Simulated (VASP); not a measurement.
AlNi3: single point with PBE

The system is AlNi3.

```
CELL_PARAMETERS angstrom
3.67368 0.00000 0.00000
0.00000 3.67368 0.00000
0.00000 0.00000 3.67368
ATOMIC_POSITIONS crystal
Al 0.00000 0.00000 0.00000
Ni 0.00000 0.50000 0.50000
Ni 0.50000 0.00000 0.50000
Ni 0.50000 0.50000 0.00000
```

This cell differs from its parent crystal: equal strain along all axes, cell held: +3.0 %.

```json
{
  "Program": "VASP 6.6.1",
  "Task": "single point",
  "Functional": "PBE",
  "Potentials or basis": "VASP PAW PBE potentials, release 64 (Al, Ni)",
  "Cutoff": "520 eV",
  "k mesh": "14 × 14 × 14",
  "Occupations": "gaussian, width 0.1 eV",
  "Spin": "collinear spin, ferromagnetic start",
  "Starting moments": "[0.0, 0.3, 0.3, 0.3] μB",
  "Dipole correction": "no",
  "Further INCAR settings": "ALGO = Normal; EDIFF = 1e-06; NBANDS = 28"
}
```

| Quantity | Value |
| --- | --- |
| Pressure | -13.0 GPa |
| Net moment | 0.74 μB per cell |
| Site moments | Al -0.01; Ni +0.27 μB |
| Valence electrons inside the program's atomic spheres | Al 0.76; Ni 9.24 |

Levels at points of the mesh, in eV from the Fermi level:
Spin up:
| k point | band 14 | band 15 | band 16 | band 17 | band 18 | band 19 | band 20 | band 21 |
| --- | --- | --- | --- | --- | --- | --- | --- | --- |
| (0.00, 0.00, 0.00) | -0.15 | -0.15 | -0.15 | 0.86 | 0.86 | 0.86 | 6.03 | 6.03 |
| (0.50, 0.00, 0.00) | -1.04 | -0.95 | -0.49 | -0.15 | 5.02 | 5.02 | 5.29 | 5.29 |
| (0.50, 0.50, 0.00) | -1.08 | -0.92 | -0.88 | -0.53 | 0.67 | 0.67 | 7.43 | 7.73 |
| (0.50, 0.50, 0.50) | -0.97 | -0.97 | -0.29 | -0.29 | -0.29 | 0.00 | 2.76 | 3.56 |
Spin down:
```
           k point  band 14  band 15  band 16  band 17  band 18  band 19
(0.00, 0.00, 0.00)     0.31     0.31     0.31     0.82     0.82     0.82
(0.50, 0.00, 0.00)    -0.79    -0.71    -0.29     0.31     5.07     5.07
(0.50, 0.50, 0.00)    -0.96    -0.68    -0.49    -0.38     0.98     0.98
(0.50, 0.50, 0.50)    -0.77    -0.77    -0.03     0.10     0.10     0.10
```

Wall time 4.7 min on 1 thread of Oxide Virtual Turin-like Processor (shared host), peak memory 0.31 GiB.

Caveat: the cell differs from its parent crystal (equal strain along all axes, cell held: +3.0 %).
